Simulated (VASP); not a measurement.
Set up this calculation in VASP 6.6.1, as the native input.

```yaml
Task: single point
Functional: r2SCAN
Potentials_or_basis: VASP PAW PBE potentials, release 64 (Te, Pb_d)
Cutoff: 520 eV
k_mesh: 6 × 6 × 6
Occupations: gaussian, width 0.01 eV
Spin: no spin polarisation
Dipole_correction: no
Further_INCAR_settings: ALGO = Normal; EDIFF = 1e-07; NBANDS = 17
```

The system is TePb.

```
CELL_PARAMETERS angstrom
0.00000 3.26791 3.26791
3.26791 0.00000 3.26791
3.26791 3.26791 0.00000
ATOMIC_POSITIONS crystal
Te 0.50000 0.50000 0.50000
Pb 0.00000 0.00000 0.00000
```

One way to write it, as run:

POSCAR

```
TePb
1.0
    0.0000000000      3.2679082930      3.2679082930
    3.2679082930      0.0000000000      3.2679082930
    3.2679082930      3.2679082930      0.0000000000
Te Pb
1 1
Direct
    0.5000000000      0.5000000000      0.5000000000
    0.0000000000      0.0000000000      0.0000000000
```

INCAR.step1

```
ALGO     = Normal         # electronic algorithm
EDIFF    = 1E-4           # SCF threshold, eV
ENCUT    = 520            # plane-wave cutoff, eV
GGA      = PE             # functional
ISMEAR   = 0              # smearing method
LASPH    = True           # aspherical terms in the spheres
LCHARG   = False          # write CHGCAR
LREAL    = False          # projectors in reciprocal space
LWAVE    = True           # write WAVECAR
NBANDS   = 17             # bands
NELM     = 80             # most SCF steps
PREC     = Accurate       # precision mode
SIGMA    = 0.01           # smearing width, eV
```

INCAR.step2

```
ALGO     = Normal         # electronic algorithm
EDIFF    = 1E-7           # SCF threshold, eV
ENCUT    = 520            # plane-wave cutoff, eV
ISIF     = 2              # what is computed and relaxed
ISMEAR   = 0              # smearing method
ISTART   = 1            
LASPH    = True           # aspherical terms in the spheres
LCHARG   = False          # write CHGCAR
LMIXTAU  = True         
LREAL    = False          # projectors in reciprocal space
LWAVE    = False          # write WAVECAR
METAGGA  = R2SCAN         # meta-GGA
NBANDS   = 17             # bands
NELM     = 80             # most SCF steps
PREC     = Accurate       # precision mode
SIGMA    = 0.01           # smearing width, eV
```

KPOINTS

```
k-points
0
Gamma
  6 6 6
```

Potentials or basis: VASP PAW PBE potentials, release 64 (Te, Pb_d).

Run with:

```bash
$ cat potpaw_PBE.64/Te/POTCAR potpaw_PBE.64/Pb_d/POTCAR > POTCAR
$ cp INCAR.step1 INCAR
$ mpirun -np 1 vasp_std > vasp.out
$ cp INCAR.step2 INCAR
$ mpirun -np 1 vasp_std > vasp.out
```

It gave:

```
Pressure               : 0.0 GPa
Band gap on the k mesh : 1.09 eV
```

Caveat: the PAW data sets were made with another functional, which shifts forces and pressure a little; spin-orbit coupling is left out, which moves the levels of the heavy elements.

It took 56 s on 1 thread of Intel(R) Xeon(R) 6975P-C (Granite Rapids) (shared host), peak memory 0.21 GiB.
